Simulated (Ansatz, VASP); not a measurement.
**One calculation of Ge, two programs**

Contents of INCAR:

```
SYSTEM = Ge
PREC = Accurate ; ENCUT = 520
EDIFF = 1E-6 ; ISMEAR = 0
SIGMA = 0.15 ; LREAL = .False.
LASPH = .True. ; NELM = 60
ALGO = Normal ; ISIF = 2
LWAVE = .False. ; LCHARG = .False.
GGA = PS ; NBANDS = 36
```

The input KPOINTS:

```
regular mesh
0
Gamma
  12 12 8
  0 0 0
```

The input POSCAR:

```
Ge
1.0
    3.9969678618      0.0000000000      0.0000000000
   -1.9984839309      3.4614757064      0.0000000000
    0.0000000000      0.0000000000      6.5963651449
Ge
4
Direct
    0.6666666667      0.3333333333      0.0629118567
    0.3333333333      0.6666666667      0.5629118567
    0.6666666667      0.3333333333      0.4370881433
    0.3333333333      0.6666666667      0.9370881433
```

Input for Ansatz:

```yaml
crystal:
  lattice:
    - [3.9969678642, 0.0, 0.0]
    - [-1.9984839321, 3.4614757085, 0.0]
    - [0.0, 0.0, 6.596365133]
  atoms:
    - { symbol: Ge, position: [0.6666666667, 0.3333333333, 0.0629118565] }
    - { symbol: Ge, position: [0.3333333333, 0.6666666667, 0.5629118565] }
    - { symbol: Ge, position: [0.6666666667, 0.3333333333, 0.4370881435] }
    - { symbol: Ge, position: [0.3333333333, 0.6666666667, 0.9370881435] }
basis:
  ecutwfc: 420
kpoints:
  mp_grid: { grid: [12, 12, 8] }
hamiltonian:
  xc: pbesol
scf:
  occupations: { method: gaussian, width: 0.15 }
output:
  forces: true
  stress: true
  eigenvalues: true
  write_density: true
  write_potential: true
  elf: true
  volumetric_format: npy
```

Alike in both runs: task single point; functional PBEsol; k mesh 12 × 12 × 8; occupations gaussian, width 0.15 eV; no spin polarisation.

```csv
,VASP,Ansatz
version,VASP 6.6.1,Ansatz 0.2.0
potentials or method,"VASP PAW PBE potentials, release 64 (Ge_d), cutoff 520 eV","scalar-relativistic, plane waves, PAW"
valence electrons in the cell,56,56
```

VASP gave:

| Item | Value |
| --- | --- |
| gap on the k mesh at the Fermi level (eV) | none |
| pressure (GPa) | -0.1 |

**Question.** Estimate Ansatz's values.

**Answer.** gap on the k mesh at the Fermi level (eV): none; pressure (GPa): 0.0.

VASP's potentials were made for PBE, not for PBEsol. A gap of «none» marks a metal or a gap that the smearing closes. With one functional, cell and mesh, what is left measures potentials, basis and numerics.
